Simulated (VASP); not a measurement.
W: single point with PBEsol

Crystal: W.

```xyz
1
Lattice="0.0000 2.1112 1.8676 2.1112 0.0000 1.8676 2.1112 2.1112 0.0000" Properties=species:S:1:pos:R:3 pbc="T T T"
W     0.0000    0.0000    0.0000
```

This cell differs from its parent crystal: strain +0.040 along x and y, -0.080 along z.

```
Program             : VASP 6.6.1
Task                : single point
Functional          : PBEsol
Potentials or basis : VASP PAW PBE potentials, release 64 (W_sv)
Cutoff              : 520 eV
k mesh              : 20 × 20 × 20
Occupations         : gaussian, width 0.15 eV
Spin                : no spin polarisation
```

The pressure is -12.0 GPa. The band gap on the k mesh is zero (bands 7 and 8 overlap by 5.17 eV).

Stress tensor (GPa, compression positive):
```
 -3.12   0.00   0.00
  0.00  -3.12   0.00
  0.00   0.00 -29.77
```

Levels at points of the mesh, in eV from the Fermi level:
```
           k point  band 5  band 6  band 7  band 8  band 9  band 10
(0.00, 0.00, 0.00)   -9.22   -1.23   -1.23    0.26    1.03     2.99
(0.50, 0.00, 0.00)   -5.83   -1.94   -0.06    0.36    3.99     5.19
(0.50, 0.50, 0.00)   -5.59   -4.94    4.39    4.58    5.34     5.34
(0.50, 0.00, 0.50)   -5.74   -4.49    1.93    4.23    4.46     5.96
```

It took 2.9 min on 1 thread of Intel Xeon 8259CL (shared host), peak memory 0.25 GiB.

Caveat: the cell differs from its parent crystal (strain +0.040 along x and y, -0.080 along z); the cell stands under tension; the PAW data sets were made with another functional, which shifts forces and pressure a little; spin-orbit coupling is left out, which moves the levels of the heavy elements.
